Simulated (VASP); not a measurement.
BaZrO3, 5 atoms in the cell. It takes space group Pm-3m (No. 221, cubic). The conventional cell has a = 4.191 Å, b = 4.191 Å, c = 4.191 Å, α = 90.00°, β = 90.00°, γ = 90.00°. Ba (site symmetry m-3m) has 12 O at 2.96 Å and 8 Zr at 3.63 Å within 3.9 Å. Zr (site symmetry m-3m) has 6 O at 2.10 Å within 2.8 Å. O (site symmetry 4/mmm) has 2 Zr at 2.10 Å within 2.8 Å. 

```yaml
Program: VASP 6.6.1
Task: single point
Functional: PBEsol
Potentials_or_basis: VASP PAW PBE potentials, release 64 (Ba_sv, Zr_sv, O)
Cutoff: 520 eV
k_mesh: 5 × 5 × 5
Occupations: gaussian, width 0.01 eV
Spin: no spin polarisation
Dipole_correction: no
Further_INCAR_settings: ALGO = Normal; EDIFF = 1e-06; NBANDS = 28
```

Potentials or basis: VASP PAW PBE potentials, release 64 (Ba_sv, Zr_sv, O).

Command:

```sh
$ cat potpaw_PBE.64/Ba_sv/POTCAR potpaw_PBE.64/Zr_sv/POTCAR potpaw_PBE.64/O/POTCAR > POTCAR
$ mpirun -np 1 vasp_std > vasp.out
```

Hardware: 1 thread of Intel(R) Xeon(R) 6975P-C (Granite Rapids), with other jobs on the host.

Question: How long does it take, and how much memory?

Answer: It took 12 s on 1 thread of Intel(R) Xeon(R) 6975P-C (Granite Rapids), with other jobs on the host, peak memory 0.18 GiB. Counts: scf iterations 14, k points 10.
